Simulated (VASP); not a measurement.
Runs of VASP 6.6.1 on Cu. The structure is that of space group Fm-3m (No. 225), or close to it. The cells are those of the table. 

| cell | gap on the mesh (eV) | pressure (GPa) |
| --- | --- | --- |
| a = 2.576, b = 2.576, c = 2.633 Å, angles 59.3, 59.3, 61.5°, 1 atom | none | -9.6 |
| a = 2.614, b = 2.614, c = 2.633 Å, angles 59.8, 59.8, 60.5°, 1 atom | none | -12.7 |
| a = 2.595, b = 2.595, c = 2.633 Å, angles 59.5, 59.5, 61.0°, 1 atom | none | (b) |
| a = 2.614, b = 2.614, c = 2.595 Å, angles 60.2, 60.2, 59.5°, 1 atom | none | (a) |
| a = 2.575, b = 2.575, c = 2.595 Å, angles 59.8, 59.8, 60.5°, 1 atom | none | -8.0 |

Alike in all rows: task single point; level r2SCAN; potentials or basis VASP PAW PBE potentials, release 64 (Cu); no spin polarisation; k mesh 22 × 22 × 22; cutoff (eV) 520; smearing gaussian 0.15 eV.

Task: Fill in the values left out.

Result: (a) -11.3; (b) -11.2.

Caveats: the cell stands under tension; the PAW data sets were made with another functional, which shifts forces and pressure a little.

A gap of «none» marks levels without a gap at the run's occupations.
